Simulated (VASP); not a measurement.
# Ti (Pm-3m) in VASP: further runs

The runs below take Ti through single point, with PBE.

Program: VASP 6.6.1. These are calculated values, not measurements. Logs are shortened: lines on timing, memory, paths and dates and some standing lists are left out, and cuts for length are marked.

## Step 1: The cell of the first run

The structure is cubic, space group Pm-3m (No. 221). The conventional cell has a = 2.343 Å, b = 2.343 Å, c = 2.343 Å, α = 90.00°, β = 90.00°, γ = 90.00°. Ti (site symmetry m-3m) has 6 Ti at 2.34 Å within 3.1 Å.

## Step 2: Single point, PBE (volume scaled by 0.7)

Contents of INCAR:

```
SYSTEM = Ti
PREC = Accurate
ENCUT = 520
EDIFF = 1E-7
ISMEAR = -1
SIGMA = 0.05
LREAL = .False.
LASPH = .True.
NELM = 80
ALGO = Normal
ISIF = 2
LWAVE = .False.
LCHARG = .False.
GGA = PE
NBANDS = 12
```

Contents of KPOINTS:

```
Automatic mesh
0
Gamma
  14 14 14
  0 0 0
```

Contents of POSCAR:

```
Ti
1.0
    2.3433013484      0.0000000000      0.0000000000
    0.0000000000      2.3433013484      0.0000000000
    0.0000000000      0.0000000000      2.3433013484
Ti
1
Direct
    0.0000000000      0.0000000000      0.0000000000
```

Potentials or basis: VASP PAW PBE potentials, release 64 (Ti_sv).

Started as:

```sh
$ cat potpaw_PBE.64/Ti_sv/POTCAR > POTCAR
$ mpirun -np 1 vasp_std > vasp.out
```

OUTCAR:

```text
SYSTEM = Ti
   PREC = Accurate
   ENCUT = 520
   EDIFF = 1E-7
   ISMEAR = -1
   LREAL = .False.
   LASPH = .True.
   NELM = 80
   ISIF = 2
   GGA = PE

 ion  position               nearest neighbor table
   1  0.000  0.000  0.000-

  LATTYP: Found a simple cubic cell.
 ALAT       =     2.3433013484

  Lattice vectors:

 A1 = (   2.3433013484,   0.0000000000,   0.0000000000)
 A2 = (   0.0000000000,   2.3433013484,   0.0000000000)
 A3 = (   0.0000000000,   0.0000000000,   2.3433013484)

Analysis of symmetry for initial positions (statically):
=====================================================================
 Subroutine PRICEL returns:
 Original cell was already a primitive cell.

 Routine SETGRP: Setting up the symmetry group for a
 simple cubic supercell.

 Subroutine GETGRP returns: Found 48 space group operations
 (whereof 48 operations were pure point group operations)
 out of a pool of 48 trial point group operations.

The static configuration has the point symmetry O_h .

Analysis of symmetry for dynamics (positions and initial velocities):
=====================================================================
 Subroutine PRICEL returns:
 Original cell was already a primitive cell.

 Routine SETGRP: Setting up the symmetry group for a
 simple cubic supercell.

 Subroutine GETGRP returns: Found 48 space group operations
 (whereof 48 operations were pure point group operations)
 out of a pool of 48 trial point group operations.

The dynamic configuration has the point symmetry O_h .

 Subroutine INISYM returns: Found 48 space group operations
 (whereof 48 operations are pure point group operations),
 and found     1 'primitive' translations

----------------------------------------------------------------------------------------

                                     Primitive cell

  volume of cell :      12.8672

  direct lattice vectors                    reciprocal lattice vectors
     2.343301348  0.000000000  0.000000000     0.426748357  0.000000000  0.000000000
     0.000000000  2.343301348  0.000000000     0.000000000  0.426748357  0.000000000
     0.000000000  0.000000000  2.343301348     0.000000000  0.000000000  0.426748357

  length of vectors
     2.343301348  2.343301348  2.343301348     0.426748357  0.426748357  0.426748357

  position of ions in fractional coordinates (direct lattice)
     0.000000000  0.000000000  0.000000000

  ion indices of the primitive-cell ions
   primitive index   ion index
                 1           1

----------------------------------------------------------------------------------------

 KPOINTS: Automatic mesh

Automatic generation of k-mesh.
 Grid dimensions read from file:
 generate k-points for:   14   14   14

 Generating k-lattice:

  Cartesian coordinates                     Fractional coordinates (reciprocal lattice)
     0.030482025  0.000000000  0.000000000     0.071428571  0.000000000  0.000000000
     0.000000000  0.030482025  0.000000000     0.000000000  0.071428571  0.000000000
     0.000000000  0.000000000  0.030482025     0.000000000  0.000000000  0.071428571

  Length of vectors
     0.030482025  0.030482025  0.030482025

  Shift w.r.t. Gamma in fractional coordinates (k-lattice)
     0.000000000  0.000000000  0.000000000

 Subroutine IBZKPT returns following result:
 ===========================================

 Found    120 irreducible k-points:

 Following reciprocal coordinates:
            Coordinates               Weight
  0.000000  0.000000  0.000000      1.000000
  0.071429  0.000000  0.000000      6.000000
  0.142857  0.000000  0.000000      6.000000
  0.214286  0.000000  0.000000      6.000000
  0.285714  0.000000  0.000000      6.000000
  0.357143  0.000000  0.000000      6.000000
[... 16 lines left out ...]
  0.285714  0.214286  0.000000     24.000000
  0.357143  0.214286  0.000000     24.000000
 [... further k-points ...]
   k-points           NKPTS =    120   k-points in BZ     NKDIM =    120   number of bands    NBANDS=     12
   number of dos      NEDOS =    301   number of ions     NIONS =      1
   total plane-waves  NPLWV =   5832
   dimension x,y,z NGX =    18 NGY =   18 NGZ =   18
   dimension x,y,z NGXF=    36 NGYF=   36 NGZF=   36
   ions per type =               1
   NGX,Y,Z   is equivalent  to a cutoff of  12.77, 12.77, 12.77 a.u.
   NGXF,Y,Z  is equivalent  to a cutoff of  25.54, 25.54, 25.54 a.u.
 SYSTEM =  Ti
   PREC   = accura    normal or accurate (medium, high low for compatibility)
   ISTART =      0    job   : 0-new  1-cont  2-samecut
   ICHARG =      2    charge: 1-file 2-atom 10-const
   ISPIN  =      1    spin polarized calculation?
   LNONCOLLINEAR =      F non collinear calculations
   LSORBIT =      F    spin-orbit coupling
   LASPH  =      T    aspherical Exc in radial PAW
   ENCUT  =  520.0 eV  38.22 Ry    6.18 a.u.   4.36  4.36  4.36*2*pi/ulx,y,z
   NELM   =     80;   NELMIN=  2; NELMDL= -5     # of ELM steps
   EDIFF  = 0.1E-06   stopping-criterion for ELM
   LREAL  =      F    real-space projection
   EDIFFG = 0.1E-05   stopping-criterion for IOM
   NSW    =      0    number of steps for IOM
   IBRION =     -1    ionic relax: 0-MD 1-quasi-New 2-CG
   NFREE  =      0    steps in history (QN), initial steepest desc. (CG)
   ISIF   =      2    stress and relaxation
   ISYM   =      2    0-nonsym 1-usesym 2-fastsym
   POTIM  = 0.5000    time-step for ionic-motion
   TEBEG  =    0.0;   TEEND  =   0.0 temperature during run
   PSTRESS=    0.0 pullay stress
   NELECT =      12.0000    total number of electrons
   NUPDOWN=      -1.0000    fix difference up-down
   EMIN   =  10.00;   EMAX   =-10.00  energy-range for DOS
   EFERMI =   0.00;   METHOD = LEGACY
   ISMEAR =    -1;   SIGMA  =   0.05  broadening in eV -4-tet -1-fermi 0-gaus
   EFERMI_NEDOS =   21; number of points for ismear=-14 and -15
   IALGO  =     38    algorithm
   IMIX   =      4    mixing-type and parameters
     AMIX     =   0.40;   BMIX     =  1.00
     AMIX_MAG =   1.60;   BMIX_MAG =  1.00
  volume/ion in A,a.u.               =      12.87        86.83
  Fermi-wavevector in a.u.,A,eV,Ry     =   1.599461  3.022544 34.807470  2.558277
  Thomas-Fermi vector in A             =   2.696751
   LORBIT       =      0    0 simple, 1 ext, 2 COOP (PROOUT), +10 PAW based schemes
   GGA     = PE    functional components
   LHFCALC =     F    Hartree Fock is set to
   AEXX    =    0.0000 exact exchange contribution
   IVDW    =     0    specifies the selected vdW correction
   LEPSILON=     F    determine dielectric tensor
   LRPA    =     F    only Hartree local field effects (RPA)
 non-spin polarized calculation
  energy-cutoff  :      520.00
  volume of cell :       12.87
 maximum number of plane-waves:       360
 NGX is ok and might be reduce to    18
   NGX =  9   NGY =  9   NGZ =  9

 number of electron      11.9999996 magnetization

 Free energy of the ion-electron system (eV)
  ---------------------------------------------------
  ext. energy  EPLUGINS =         0.00000000
  ---------------------------------------------------
  free energy    TOTEN  =        -6.32622764 eV

  energy without entropy =       -6.31164572  energy(sigma->0) =       -6.31893668

 E-fermi :  11.7503     XC(G=0): -12.8822

 val. band max:       11.7407695367   @ k =   0.5000   0.2857   0.2143
 cond. band min:      11.7621965484   @ k =   0.3571   0.2857   0.1429
 fundamental gap:      0.0214270117
 Fermi energy:        11.7502995565

 k-point     1 :       0.0000    0.0000    0.0000
  band No.  band energies     occupation
      1     -44.7417      2.00000
      2     -19.6702      2.00000
      3     -19.6702      2.00000
      4     -19.6702      2.00000
      5       5.4343      2.00000
      6       9.4631      2.00000
      7       9.4631      2.00000
      8      17.4047      0.00000
      9      17.4047      0.00000
     10      17.4047      0.00000
     11      31.7984      0.00000
     12      31.7984      0.00000

 k-point     2 :       0.0714    0.0000    0.0000
  band No.  band energies     occupation
      1     -44.7214      2.00000
      2     -19.7957      2.00000
      3     -19.6596      2.00000
      4     -19.6596      2.00000
      5       5.6194      2.00000
      6       9.5122      2.00000
      7       9.6431      2.00000
      8      17.2158      0.00000
      9      17.2158      0.00000
     10      17.4185      0.00000
     11      30.6447      0.00000
     12      32.0962      0.00000

 k-point     3 :       0.1429    0.0000    0.0000
  band No.  band energies     occupation
      1     -44.6639      2.00000
      2     -20.1397      2.00000
      3     -19.6296      2.00000
      4     -19.6296      2.00000
      5       6.1350      2.00000
      6       9.6525      2.00000
      7      10.1599      2.00000
      8      16.7167      0.00000
      9      16.7167      0.00000
     10      17.4574      0.00000
     11      28.4634      0.00000
     12      32.9246      0.00000
[... 286 lines left out ...]
 k-point    23 :       0.2857    0.2143    0.0000
  band No.  band energies     occupation
      1     -44.3279      2.00000
      2     -21.0018      2.00000
      3     -20.4318      2.00000
      4     -19.4570      2.00000
      5       8.6135      2.00000
      6      10.7491      2.00000
      7      12.5779      0.00000
      8      14.8283      0.00000
      9      15.5888      0.00000
     10      16.4011      0.00000
     11      25.4611      0.00000
     12      29.0550      0.00000

 k-point    24 :       0.3571    0.2143    0.0000
  band No.  band energies     occupation
      1     -44.2422      2.00000
      2     -21.4305      2.00000
      3     -20.3726      2.00000
      4     -19.4141      2.00000
      5       9.1030      2.00000
      6      10.7821      2.00000
      7      12.7760      0.00000
      8      15.0837      0.00000
      9      15.5446      0.00000
     10      16.4802      0.00000
     11      23.8934      0.00000
     12      29.7579      0.00000

 [... further k-points ...]
[... 5 lines left out ...]
  --------------------------------------------------------------------------------------
  -------------------------------------------------------------------------------------
  Total        4.1807803      4.1807803      4.1807803     -0.0000000     -0.0000000      0.0000000
  in kB      520.5752358    520.5752358    520.5752358     -0.0000000     -0.0000000      0.0000000
  external PRESSURE =     520.5752358 kB  Pullay stress =       0.0000000 kB

 VOLUME and BASIS-vectors are now :
 -----------------------------------------------------------------------------
  energy-cutoff  :      520.00
  volume of cell :       12.87
      direct lattice vectors                 reciprocal lattice vectors
     2.343301348  0.000000000  0.000000000     0.426748357  0.000000000  0.000000000
     0.000000000  2.343301348  0.000000000     0.000000000  0.426748357  0.000000000
     0.000000000  0.000000000  2.343301348     0.000000000  0.000000000  0.426748357

 POSITION                                       TOTAL-FORCE (eV/Angst)
 -----------------------------------------------------------------------------------
      0.00000      0.00000      0.00000         0.000000      0.000000      0.000000
 -----------------------------------------------------------------------------------
    total drift:                                0.000000      0.000000      0.000000

  FREE ENERGIE OF THE ION-ELECTRON SYSTEM (eV)
  ---------------------------------------------------
  free  energy   TOTEN  =        -6.3262276404 eV

  energy  without entropy=       -6.3116457243  energy(sigma->0) =       -6.31893668
```

It took 6.5 s on 1 thread of Intel Xeon 6975P-C (Granite Rapids), shared host; peak memory 0.13 GiB.

What came out:

```yaml
Free_energy: -6.3262 eV
Pressure: 52.1 GPa
Band_gap_on_the_k_mesh: zero (band 6 reaches 12.88 eV, above the bottom of band 7 at 9.38 eV)
```

## Step 3: Single point, PBE (volume scaled by 0.7)

Contents of INCAR:

```
PREC     = Accurate       # precision mode
ENCUT    = 520            # plane-wave cutoff, eV
EDIFF    = 1E-6           # SCF threshold, eV
ISMEAR   = -1             # smearing method
SIGMA    = 0.05           # smearing width, eV
LREAL    = False          # projectors in reciprocal space
LASPH    = True           # aspherical terms in the spheres
NELM     = 100            # most SCF steps
ALGO     = Normal         # electronic algorithm
ISIF     = 2              # what is computed and relaxed
LWAVE    = False          # write WAVECAR
LCHARG   = False          # write CHGCAR
GGA      = PE             # functional
NBANDS   = 12             # bands
```

Contents of KPOINTS:

```
Automatic mesh
0
Gamma
  14 14 14
```

POSCAR is that of step 2.

Potentials or basis: VASP PAW PBE potentials, release 64 (Ti_sv).

Started as:

```sh
$ cat potpaw_PBE.64/Ti_sv/POTCAR > POTCAR
$ mpirun -np 1 vasp_std > vasp.out
```

Run time: 6.3 s. Hardware: 1 thread of Intel Xeon 6975P-C (Granite Rapids), shared host; peak memory 0.12 GiB.

It converged, with:

```yaml
Free_energy: -6.3262 eV
Pressure: 52.1 GPa
Band_gap_on_the_k_mesh: zero (band 6 reaches 12.88 eV, above the bottom of band 7 at 9.38 eV)
```

Levels at points of the mesh, in eV from the Fermi level:
| k point | band 2 | band 3 | band 4 | band 5 | band 6 | band 7 | band 8 | band 9 | band 10 | band 11 |
| --- | --- | --- | --- | --- | --- | --- | --- | --- | --- | --- |
| (0.00, 0.00, 0.00) | -31.42 | -31.42 | -31.42 | -6.32 | -2.29 | -2.29 | 5.65 | 5.65 | 5.65 | 20.05 |
| (0.50, 0.00, 0.00) | -33.73 | -31.20 | -31.20 | -1.76 | -1.18 | 0.50 | 2.62 | 2.62 | 5.94 | 10.94 |
| (0.50, 0.50, 0.00) | -33.32 | -33.32 | -31.00 | -4.63 | -0.03 | 3.32 | 3.32 | 7.46 | 7.87 | 7.87 |
| (0.50, 0.50, 0.50) | -32.97 | -32.97 | -32.97 | -2.37 | -2.37 | -2.37 | 7.63 | 7.63 | 9.39 | 17.07 |

## Step 4: Single point, PBE (volume scaled by 0.8)

Contents of INCAR:

```
SYSTEM = Ti
PREC     = Accurate       ! precision mode
ENCUT    = 520            ! plane-wave cutoff, eV
EDIFF    = 1E-7           ! SCF threshold, eV
ISMEAR   = -1             ! smearing method
SIGMA    = 0.05           ! smearing width, eV
LREAL    = .FALSE.        ! projectors in reciprocal space
LASPH    = .TRUE.         ! aspherical terms in the spheres
NELM     = 60             ! most SCF steps
ALGO     = Normal         ! electronic algorithm
ISIF     = 2              ! what is computed and relaxed
LWAVE    = .FALSE.        ! write WAVECAR
LCHARG   = .TRUE.         ! write CHGCAR
GGA      = PE             ! functional
LELF     = .TRUE.         ! ELF
LVHAR    = .TRUE.       
NBANDS   = 12             ! bands
```

Contents of KPOINTS:

```
regular mesh
0
G
  14 14 14
  0 0 0
```

Contents of POSCAR:

```
Ti
1.0
    2.4499588584      0.0000000000      0.0000000000
    0.0000000000      2.4499588584      0.0000000000
    0.0000000000      0.0000000000      2.4499588584
Ti
1
Direct
    0.0000000000      0.0000000000      0.0000000000
```

Started as:

```sh
$ cat potpaw_PBE.64/Ti_sv/POTCAR > POTCAR
$ mpirun -np 1 vasp_std > vasp.out
```

Wall time 7.1 s (1 thread of Intel Xeon 6975P-C (Granite Rapids), shared host); peak memory 0.13 GiB.

The run converged. Its results:

```
Free energy            : -6.7595 eV
Pressure               : 25.6 GPa
Band gap on the k mesh : zero (band 6 reaches 10.96 eV, above the bottom of band 7 at 8.20 eV)
```

Levels at points of the mesh, in eV from the Fermi level:
```tsv
k point	band 3	band 4	band 5	band 6	band 7	band 8	band 9	band 10
(0.00, 0.00, 0.00)	-31.76	-31.76	-6.14	-1.83	-1.83	4.97	4.97	4.97
(0.50, 0.00, 0.00)	-31.61	-31.61	-1.82	-0.88	0.14	2.44	2.44	5.21
(0.50, 0.50, 0.00)	-33.12	-31.47	-3.77	-0.05	3.02	3.02	6.48	6.72
(0.50, 0.50, 0.50)	-32.88	-32.88	-1.82	-1.82	-1.82	6.62	6.62	9.30
```

## Step 5: Single point, PBE (volume scaled by 0.8, source ansatz)

Contents of INCAR:

```
PREC     = Accurate       # precision mode
ENCUT    = 520            # plane-wave cutoff, eV
EDIFF    = 1E-7           # SCF threshold, eV
ISMEAR   = -1             # smearing method
SIGMA    = 0.05           # smearing width, eV
LREAL    = F              # projectors in reciprocal space
LASPH    = T              # aspherical terms in the spheres
NELM     = 60             # most SCF steps
ALGO     = Normal         # electronic algorithm
ISIF     = 2              # what is computed and relaxed
LWAVE    = F              # write WAVECAR
LCHARG   = F              # write CHGCAR
GGA      = PE             # functional
NBANDS   = 12             # bands
```

Contents of KPOINTS:

```
regular mesh
0
Gamma
  14 14 14
```

POSCAR is that of step 4.

Started as:

```sh
$ cat potpaw_PBE.64/Ti_sv/POTCAR > POTCAR
$ mpirun -np 1 vasp_std > vasp.out
```

It took 6.7 s on 1 thread of Intel Xeon 6975P-C (Granite Rapids), shared host; peak memory 0.13 GiB.

It converged, with:

```yaml
Free_energy: -6.7595 eV
Pressure: 25.6 GPa
Band_gap_on_the_k_mesh: zero (band 6 reaches 10.96 eV, above the bottom of band 7 at 8.20 eV)
```

Levels at points of the mesh, in eV from the Fermi level:
```
           k point  band 3  band 4  band 5  band 6  band 7  band 8  band 9  band 10
(0.00, 0.00, 0.00)  -31.76  -31.76   -6.14   -1.83   -1.83    4.97    4.97     4.97
(0.50, 0.00, 0.00)  -31.61  -31.61   -1.82   -0.88    0.14    2.44    2.44     5.21
(0.50, 0.50, 0.00)  -33.12  -31.47   -3.77   -0.05    3.02    3.02    6.48     6.72
(0.50, 0.50, 0.50)  -32.88  -32.88   -1.82   -1.82   -1.82    6.62    6.62     9.30
```
